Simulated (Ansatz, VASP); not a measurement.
## Two plane-wave programs on Al2Cu

```
CELL_PARAMETERS angstrom
4.14095 -2.33825 0.00000
4.14095 2.33825 0.00000
0.00000 0.00000 4.57452
ATOMIC_POSITIONS crystal
Al 0.97375 0.34846 0.25000
Al 0.65154 0.02625 0.25000
Al 0.34846 0.97375 0.75000
Al 0.02625 0.65154 0.75000
Cu 0.32496 0.67504 0.25000
Cu 0.67504 0.32496 0.75000
```

Alike in both runs: functional PBE; k mesh 12 × 12 × 8; occupations gaussian, width 0.1 eV; no spin polarisation.

Ansatz relaxed the structure, and its values are those at the end. VASP's run is a single point on that final structure, the one shown.

|  | VASP | Ansatz |
| --- | --- | --- |
| version | VASP 6.6.1 | Ansatz 0.2.0 |
| potentials or method | VASP PAW PBE potentials, release 64 (Al, Cu), cutoff 520 eV | scalar-relativistic, plane waves, PAW |
| valence electrons in the cell | 34 | 50 |

```tsv
	VASP	Ansatz	Ansatz less VASP
gap on the k mesh at the Fermi level (eV)	none	none	-
pressure (GPa)	0.7	0.0	-0.72
rms of the force components (eV/Å)	0.007	0.003	-0.0044
```

A gap of «none» marks a metal or a gap that the smearing closes. VASP's potentials hold 34 valence electrons a cell and Ansatz's 50, so a difference there can come from the potentials and not from the codes.
